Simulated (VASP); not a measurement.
# Zr (P6_3/mmc) in VASP: a series of runs

Runs on Zr. Level: revPBE. Tasks: single point.

All numbers are computed with VASP 6.6.1; they aren't measurements. Logs are shortened: lines on timing, memory, paths and dates and some standing lists are left out, and cuts for length are marked.

## (1) The cell of the first run

It takes space group P6_3/mmc (No. 194, hexagonal). Conventional cell: a = 3.163 Å, b = 3.163 Å, c = 5.057 Å, α = 90.00°, β = 90.00°, γ = 120.00°. Within 4.1 Å of Zr (site symmetry -6m2) lie 12 Zr at 3.12 to 3.16 Å.

## (2) Single point, revPBE (volume scaled by 0.92)

INCAR

```
SYSTEM = Zr
PREC = Accurate ; ENCUT = 520
EDIFF = 1E-6 ; ISMEAR = -1
SIGMA = 0.1 ; LREAL = .FALSE.
LASPH = .TRUE. ; NELM = 60
ALGO = Normal ; ISIF = 2
LWAVE = .FALSE. ; LCHARG = .FALSE.
GGA = RE ; NBANDS = 19
```

KPOINTS

```
regular mesh
0
G
  18 18 10
  0 0 0
```

POSCAR

```
Zr
1.0
    3.1630864110      0.0000000000      0.0000000000
   -1.5815432055      2.7393131863      0.0000000000
    0.0000000000      0.0000000000      5.0565272291
Zr
2
Direct
    0.3333333333      0.6666666667      0.2500000000
    0.6666666667      0.3333333333      0.7500000000
```

Potentials or basis: VASP PAW PBE potentials, release 64 (Zr_sv).

The run is started by

```bash
$ cat potpaw_PBE.64/Zr_sv/POTCAR > POTCAR
$ mpirun -np 1 vasp_std > vasp.out
```

OUTCAR:

```text
SYSTEM = Zr
   PREC = Accurate
   ENCUT = 520
   EDIFF = 1E-6
   ISMEAR = -1
   LREAL = .FALSE.
   LASPH = .TRUE.
   NELM = 60
   ISIF = 2
   GGA = RE

 ion  position               nearest neighbor table
   1  0.333  0.667  0.250-   2 3.12   2 3.12   2 3.12   2 3.12   2 3.12   2 3.12
   2  0.667  0.333  0.750-   1 3.12   1 3.12   1 3.12   1 3.12   1 3.12   1 3.12

  LATTYP: Found a hexagonal cell.
 ALAT       =     3.1630864110
 C/A-ratio  =     1.5986054670

  Lattice vectors:

 A1 = (   3.1630864110,   0.0000000000,   0.0000000000)
 A2 = (  -1.5815432055,   2.7393131863,   0.0000000000)
 A3 = (   0.0000000000,   0.0000000000,   5.0565272291)

Analysis of symmetry for initial positions (statically):
=====================================================================
 Subroutine PRICEL returns:
 Original cell was already a primitive cell.

 Routine SETGRP: Setting up the symmetry group for a
 hexagonal supercell.

 Subroutine GETGRP returns: Found 24 space group operations
 (whereof 12 operations were pure point group operations)
 out of a pool of 24 trial point group operations.

The static configuration has the point symmetry D_3d.
 The point group associated with its full space group is D_6h.

Analysis of symmetry for dynamics (positions and initial velocities):
=====================================================================
 Subroutine PRICEL returns:
 Original cell was already a primitive cell.

 Routine SETGRP: Setting up the symmetry group for a
 hexagonal supercell.

 Subroutine GETGRP returns: Found 24 space group operations
 (whereof 12 operations were pure point group operations)
 out of a pool of 24 trial point group operations.

The dynamic configuration has the point symmetry D_3d.
 The point group associated with its full space group is D_6h.

 Subroutine INISYM returns: Found 24 space group operations
 (whereof 12 operations are pure point group operations),
 and found     1 'primitive' translations

----------------------------------------------------------------------------------------

                                     Primitive cell

  volume of cell :      43.8132

  direct lattice vectors                    reciprocal lattice vectors
     3.163086411  0.000000000  0.000000000     0.316146912  0.182527505  0.000000000
    -1.581543206  2.739313186  0.000000000     0.000000000  0.365055009  0.000000000
     0.000000000  0.000000000  5.056527229     0.000000000  0.000000000  0.197764188

  length of vectors
     3.163086411  3.163086411  5.056527229     0.365055009  0.365055009  0.197764188

  position of ions in fractional coordinates (direct lattice)
     0.333333333  0.666666667  0.250000000
     0.666666667  0.333333333  0.750000000

  ion indices of the primitive-cell ions
   primitive index   ion index
                 1           1
                 2           2

----------------------------------------------------------------------------------------

 KPOINTS: regular mesh

Automatic generation of k-mesh.
 Grid dimensions read from file:
 generate k-points for:   18   18   10

 Generating k-lattice:

  Cartesian coordinates                     Fractional coordinates (reciprocal lattice)
     0.017563717  0.010140417  0.000000000     0.055555556  0.000000000  0.000000000
     0.000000000  0.020280834  0.000000000     0.000000000  0.055555556  0.000000000
     0.000000000  0.000000000  0.019776419     0.000000000  0.000000000  0.100000000

  Length of vectors
     0.020280834  0.020280834  0.019776419

  Shift w.r.t. Gamma in fractional coordinates (k-lattice)
     0.000000000  0.000000000  0.000000000

 Subroutine IBZKPT returns following result:
 ===========================================

 Found    222 irreducible k-points:

 Following reciprocal coordinates:
            Coordinates               Weight
  0.000000  0.000000  0.000000      1.000000
  0.055556 -0.000000  0.000000      6.000000
  0.111111 -0.000000  0.000000      6.000000
  0.166667 -0.000000  0.000000      6.000000
  0.222222 -0.000000  0.000000      6.000000
  0.277778  0.000000  0.000000      6.000000
[... 16 lines left out ...]
  0.333333  0.111111  0.000000     12.000000
  0.388889  0.111111  0.000000     12.000000
 [... further k-points ...]
   k-points           NKPTS =    222   k-points in BZ     NKDIM =    222   number of bands    NBANDS=     19
   number of dos      NEDOS =    301   number of ions     NIONS =      2
   total plane-waves  NPLWV =  23040
   dimension x,y,z NGX =    24 NGY =   24 NGZ =   40
   dimension x,y,z NGXF=    48 NGYF=   48 NGZF=   80
   ions per type =               2
   NGX,Y,Z   is equivalent  to a cutoff of  12.61, 12.61, 13.15 a.u.
   NGXF,Y,Z  is equivalent  to a cutoff of  25.23, 25.23, 26.30 a.u.
 SYSTEM =  Zr
   PREC   = accura    normal or accurate (medium, high low for compatibility)
   ISTART =      0    job   : 0-new  1-cont  2-samecut
   ICHARG =      2    charge: 1-file 2-atom 10-const
   ISPIN  =      1    spin polarized calculation?
   LNONCOLLINEAR =      F non collinear calculations
   LSORBIT =      F    spin-orbit coupling
   LASPH  =      T    aspherical Exc in radial PAW
   ENCUT  =  520.0 eV  38.22 Ry    6.18 a.u.   5.88  5.88  9.40*2*pi/ulx,y,z
   NELM   =     60;   NELMIN=  2; NELMDL= -5     # of ELM steps
   EDIFF  = 0.1E-05   stopping-criterion for ELM
   LREAL  =      F    real-space projection
   EDIFFG = 0.1E-04   stopping-criterion for IOM
   NSW    =      0    number of steps for IOM
   IBRION =     -1    ionic relax: 0-MD 1-quasi-New 2-CG
   NFREE  =      0    steps in history (QN), initial steepest desc. (CG)
   ISIF   =      2    stress and relaxation
   ISYM   =      2    0-nonsym 1-usesym 2-fastsym
   POTIM  = 0.5000    time-step for ionic-motion
   TEBEG  =    0.0;   TEEND  =   0.0 temperature during run
   PSTRESS=    0.0 pullay stress
   NELECT =      24.0000    total number of electrons
   NUPDOWN=      -1.0000    fix difference up-down
   EMIN   =  10.00;   EMAX   =-10.00  energy-range for DOS
   EFERMI =   0.00;   METHOD = LEGACY
   ISMEAR =    -1;   SIGMA  =   0.10  broadening in eV -4-tet -1-fermi 0-gaus
   EFERMI_NEDOS =   21; number of points for ismear=-14 and -15
   IALGO  =     38    algorithm
   IMIX   =      4    mixing-type and parameters
     AMIX     =   0.40;   BMIX     =  1.00
     AMIX_MAG =   1.60;   BMIX_MAG =  1.00
  volume/ion in A,a.u.               =      21.91       147.83
  Fermi-wavevector in a.u.,A,eV,Ry     =   1.339503  2.531293 24.412486  1.794267
  Thomas-Fermi vector in A             =   2.467889
   LORBIT       =      0    0 simple, 1 ext, 2 COOP (PROOUT), +10 PAW based schemes
   GGA     = RE    functional components
   LHFCALC =     F    Hartree Fock is set to
   AEXX    =    0.0000 exact exchange contribution
   IVDW    =     0    specifies the selected vdW correction
   LEPSILON=     F    determine dielectric tensor
   LRPA    =     F    only Hartree local field effects (RPA)
 non-spin polarized calculation
  energy-cutoff  :      520.00
  volume of cell :       43.81
 maximum number of plane-waves:      1196
 NGX is ok and might be reduce to    24
   NGX = 11   NGY = 11   NGZ = 19

 number of electron      23.9999999 magnetization

 Free energy of the ion-electron system (eV)
  ---------------------------------------------------
  ext. energy  EPLUGINS =         0.00000000
  ---------------------------------------------------
  free energy    TOTEN  =       -16.30019251 eV

  energy without entropy =      -16.23395412  energy(sigma->0) =      -16.26707331

 E-fermi :   9.7241     XC(G=0): -11.3091

 val. band max:        9.7230151560   @ k =   0.2778   0.2778   0.5000
 cond. band min:       9.7331697436   @ k =   0.1111  -0.0000   0.4000
 fundamental gap:      0.0101545876
 Fermi energy:         9.7241419804

 k-point     1 :       0.0000    0.0000    0.0000
  band No.  band energies     occupation
      1     -38.9922      2.00000
      2     -38.7967      2.00000
      3     -17.6215      2.00000
      4     -16.5799      2.00000
      5     -16.5799      2.00000
      6     -16.4144      2.00000
[... 11 lines left out ...]
     18      12.0383      0.00000
     19      14.4829      0.00000

 k-point     2 :       0.0556   -0.0000    0.0000
  band No.  band energies     occupation
      1     -38.9876      2.00000
      2     -38.7948      2.00000
      3     -17.6101      2.00000
      4     -16.6060      2.00000
      5     -16.5884      2.00000
      6     -16.4415      2.00000
[... 11 lines left out ...]
     18      11.9523      0.00000
     19      14.5486      0.00000

 k-point     3 :       0.1111   -0.0000    0.0000
  band No.  band energies     occupation
      1     -38.9744      2.00000
      2     -38.7892      2.00000
      3     -17.5765      2.00000
      4     -16.6811      2.00000
      5     -16.6125      2.00000
      6     -16.5184      2.00000
[... 11 lines left out ...]
     18      11.7302      0.00000
     19      14.7107      0.00000

 k-point     4 :       0.1667   -0.0000    0.0000
  band No.  band energies     occupation
      1     -38.9537      2.00000
      2     -38.7810      2.00000
      3     -17.5228      2.00000
      4     -16.7959      2.00000
      5     -16.6481      2.00000
      6     -16.6333      2.00000
[... 11 lines left out ...]
     18      12.0915      0.00000
     19      14.9045      0.00000

 k-point     5 :       0.2222   -0.0000    0.0000
  band No.  band energies     occupation
      1     -38.9275      2.00000
      2     -38.7716      2.00000
      3     -17.4522      2.00000
      4     -16.9362      2.00000
      5     -16.7695      2.00000
      6     -16.6904      2.00000
[... 11 lines left out ...]
     18      12.6155      0.00000
     19      15.0830      0.00000

 k-point     6 :       0.2778    0.0000    0.0000
  band No.  band energies     occupation
      1     -38.8983      2.00000
      2     -38.7627      2.00000
      3     -17.3695      2.00000
      4     -17.0847      2.00000
      5     -16.9093      2.00000
      6     -16.7339      2.00000
[... 11 lines left out ...]
     18      13.2422      0.00000
     19      15.2246      0.00000

 k-point     7 :       0.3333   -0.0000    0.0000
  band No.  band energies     occupation
      1     -38.8690      2.00000
      2     -38.7561      2.00000
      3     -17.2808      2.00000
      4     -17.2231      2.00000
      5     -17.0366      2.00000
      6     -16.7737      2.00000
[... 11 lines left out ...]
     18      13.9261      0.00000
     19      15.3250      0.00000

 k-point     8 :       0.3889   -0.0000    0.0000
  band No.  band energies     occupation
      1     -38.8430      2.00000
      2     -38.7527      2.00000
      3     -17.3349      2.00000
      4     -17.1952      2.00000
      5     -17.1378      2.00000
      6     -16.8055      2.00000
[... 256 lines left out ...]
 k-point    20 :       0.1667    0.1111    0.0000
  band No.  band energies     occupation
      1     -38.9170      2.00000
      2     -38.7682      2.00000
      3     -17.4231      2.00000
      4     -16.9443      2.00000
      5     -16.8736      2.00000
      6     -16.6696      2.00000
[... 11 lines left out ...]
     18      13.0645      0.00000
     19      14.9887      0.00000

 k-point    21 :       0.2222    0.1111    0.0000
  band No.  band energies     occupation
      1     -38.8890      2.00000
      2     -38.7603      2.00000
      3     -17.3424      2.00000
      4     -17.0790      2.00000
      5     -16.9751      2.00000
      6     -16.7345      2.00000
[... 11 lines left out ...]
     18      13.7842      0.00000
     19      15.0766      0.00000

 k-point    22 :       0.2778    0.1111    0.0000
  band No.  band energies     occupation
      1     -38.8609      2.00000
      2     -38.7546      2.00000
      3     -17.2555      2.00000
      4     -17.2080      2.00000
      5     -17.0642      2.00000
      6     -16.7964      2.00000
[... 11 lines left out ...]
     18      14.5712      0.00000
     19      15.1426      0.00000

 k-point    23 :       0.3333    0.1111    0.0000
  band No.  band energies     occupation
      1     -38.8357      2.00000
      2     -38.7522      2.00000
      3     -17.3123      2.00000
      4     -17.1706      2.00000
      5     -17.1355      2.00000
      6     -16.8463      2.00000
[... 11 lines left out ...]
     18      15.1845      0.00000
     19      15.3735      0.00000

 k-point    24 :       0.3889    0.1111    0.0000
  band No.  band energies     occupation
      1     -38.8171      2.00000
      2     -38.7527      2.00000
      3     -17.3797      2.00000
      4     -17.1819      2.00000
      5     -17.1018      2.00000
      6     -16.8783      2.00000
[... 11 lines left out ...]
     18      15.2066      0.00000
     19      16.0959      0.00000

 [... further k-points ...]
[... 5 lines left out ...]
  --------------------------------------------------------------------------------------
  -------------------------------------------------------------------------------------
  Total        2.2775443      2.2775443      2.5096921      0.0000000     -0.0000000      0.0000000
  in kB       83.2860621     83.2860621     91.7753264      0.0000000     -0.0000000      0.0000000
  external PRESSURE =      86.1158169 kB  Pullay stress =       0.0000000 kB

 VOLUME and BASIS-vectors are now :
 -----------------------------------------------------------------------------
  energy-cutoff  :      520.00
  volume of cell :       43.81
      direct lattice vectors                 reciprocal lattice vectors
     3.163086411  0.000000000  0.000000000     0.316146912  0.182527505  0.000000000
    -1.581543206  2.739313186  0.000000000     0.000000000  0.365055009  0.000000000
     0.000000000  0.000000000  5.056527229     0.000000000  0.000000000  0.197764188

 POSITION                                       TOTAL-FORCE (eV/Angst)
 -----------------------------------------------------------------------------------
     -0.00000      1.82621      1.26413         0.000000      0.000000      0.000000
      1.58154      0.91310      3.79240        -0.000000      0.000000      0.000000
 -----------------------------------------------------------------------------------
    total drift:                                0.000000     -0.000000      0.000000

  FREE ENERGIE OF THE ION-ELECTRON SYSTEM (eV)
  ---------------------------------------------------
  free  energy   TOTEN  =       -16.3001925100 eV

  energy  without entropy=      -16.2339541165  energy(sigma->0) =      -16.26707331
```

It took 54 s on 1 thread of Intel Xeon 6975P-C (Granite Rapids), shared host; peak memory 0.27 GiB.

What came out:

| Quantity | Value |
| --- | --- |
| Free energy | -16.3002 eV |
| Pressure | 8.6 GPa |
| Band gap on the k mesh | zero (band 12 reaches 10.72 eV, above the bottom of band 13 at 9.48 eV) |

Levels at points of the mesh, in eV from the Fermi level:
| k point | band 10 | band 11 | band 12 | band 13 | band 14 | band 15 |
| --- | --- | --- | --- | --- | --- | --- |
| (0.00, 0.00, 0.00) | -3.17 | 0.91 | 0.91 | 1.04 | 1.40 | 1.65 |
| (0.50, 0.00, 0.00) | -2.56 | -2.30 | -0.04 | 0.58 | 0.87 | 1.59 |
| (0.00, 0.00, 0.50) | -3.95 | 0.05 | 0.05 | 0.82 | 0.82 | 0.82 |
| (0.50, 0.00, 0.50) | -3.02 | -1.15 | -1.15 | 1.89 | 1.89 | 2.38 |

Caveat: the PAW data sets were made with another functional, which shifts forces and pressure a little.

## (3) Single point, revPBE (volume scaled by 0.96)

INCAR

```
SYSTEM = Zr
PREC     = Accurate       ! precision mode
ENCUT    = 520            ! plane-wave cutoff, eV
EDIFF    = 1E-7           ! SCF threshold, eV
ISMEAR   = -1             ! smearing method
SIGMA    = 0.1            ! smearing width, eV
LREAL    = .FALSE.        ! projectors in reciprocal space
LASPH    = .TRUE.         ! aspherical terms in the spheres
NELM     = 60             ! most SCF steps
ALGO     = Normal         ! electronic algorithm
ISIF     = 2              ! what is computed and relaxed
LWAVE    = .FALSE.        ! write WAVECAR
LCHARG   = .FALSE.        ! write CHGCAR
GGA      = RE             ! functional
NBANDS   = 19             ! bands
```

KPOINTS

```
Automatic mesh
0
G
  18 18 10
  0 0 0
```

POSCAR

```
Zr
1.0
    3.2082794655      0.0000000000      0.0000000000
   -1.6041397327      2.7784515196      0.0000000000
    0.0000000000      0.0000000000      5.1287730932
Zr
2
Direct
    0.3333333333      0.6666666667      0.2500000000
    0.6666666667      0.3333333333      0.7500000000
```

Potentials or basis: VASP PAW PBE potentials, release 64 (Zr_sv).

The run is started by

```bash
$ cat potpaw_PBE.64/Zr_sv/POTCAR > POTCAR
$ mpirun -np 1 vasp_std > vasp.out
```

OUTCAR:

```text
SYSTEM = Zr
   PREC = Accurate
   ENCUT = 520
   EDIFF = 1E-7
   ISMEAR = -1
   LREAL = .FALSE.
   LASPH = .TRUE.
   NELM = 60
   ISIF = 2
   GGA = RE

 ion  position               nearest neighbor table
   1  0.333  0.667  0.250-   2 3.16   2 3.16   2 3.16   2 3.16   2 3.16   2 3.16
   2  0.667  0.333  0.750-   1 3.16   1 3.16   1 3.16   1 3.16   1 3.16   1 3.16

  LATTYP: Found a hexagonal cell.
 ALAT       =     3.2082794655
 C/A-ratio  =     1.5986054670

  Lattice vectors:
[... 191 lines left out ...]
      2     -39.3946      2.00000
      3     -18.1059      2.00000
      4     -17.1929      2.00000
      5     -17.1929      2.00000
      6     -17.0501      2.00000
[... 505 lines left out ...]
      6     -17.4529      2.00000
[... 11 lines left out ...]
     18      14.4556      0.00000
     19      15.2824      0.00000

 [... further k-points ...]
[... 5 lines left out ...]
  --------------------------------------------------------------------------------------
  -------------------------------------------------------------------------------------
  Total        1.0834476      1.0834476      1.1979731      0.0000000     -0.0000000      0.0000000
  in kB       37.9690744     37.9690744     41.9825811      0.0000000     -0.0000000      0.0000000
  external PRESSURE =      39.3069100 kB  Pullay stress =       0.0000000 kB

 VOLUME and BASIS-vectors are now :
 -----------------------------------------------------------------------------
  energy-cutoff  :      520.00
  volume of cell :       45.72
      direct lattice vectors                 reciprocal lattice vectors
     3.208279465  0.000000000  0.000000000     0.311693545  0.179956352  0.000000000
    -1.604139733  2.778451520  0.000000000     0.000000000  0.359912704  0.000000000
     0.000000000  0.000000000  5.128773093     0.000000000  0.000000000  0.194978406

 POSITION                                       TOTAL-FORCE (eV/Angst)
 -----------------------------------------------------------------------------------
     -0.00000      1.85230      1.28219        -0.000000      0.000000      0.000000
      1.60414      0.92615      3.84658         0.000000     -0.000000      0.000000
 -----------------------------------------------------------------------------------
    total drift:                               -0.000000      0.000000     -0.000000

  FREE ENERGIE OF THE ION-ELECTRON SYSTEM (eV)
  ---------------------------------------------------
  free  energy   TOTEN  =       -16.3748849704 eV

  energy  without entropy=      -16.3066075515  energy(sigma->0) =      -16.34074626
```

stdout:

```text
POSCAR found type information on POSCAR Zr
 POSCAR found :  1 types and       2 ions
 scaLAPACK will be used
 -----------------------------------------------------------------------------
|                                                                             |
|                                                                             |
|     You enforced a specific xc type in the INCAR file but a different       |
|     I HOPE YOU KNOW WHAT YOU ARE DOING!                                     |
|                                                                             |
 -----------------------------------------------------------------------------

 LDA part: xc-table for (Slater+PW92), standard interpolation
 POSCAR, INCAR and KPOINTS ok, starting setup
 FFT: planning ... GRIDC
 FFT: planning ... GRID_SOFT
 FFT: planning ... GRID
 WAVECAR not read
 entering main loop
```

It took 51 s on 1 thread of Intel Xeon 6975P-C (Granite Rapids), shared host; peak memory 0.28 GiB.

Results:

```yaml
Free_energy: -16.3749 eV
Pressure: 3.9 GPa
Band_gap_on_the_k_mesh: zero (band 12 reaches 10.22 eV, above the bottom of band 13 at 9.00 eV)
```

Stress tensor (GPa, compression positive):
```
3.80 0.00 0.00
0.00 3.80 0.00
0.00 0.00 4.20
```

Caveat: the PAW data sets were made with another functional, which shifts forces and pressure a little.

(Continued in part 2 of 2.)
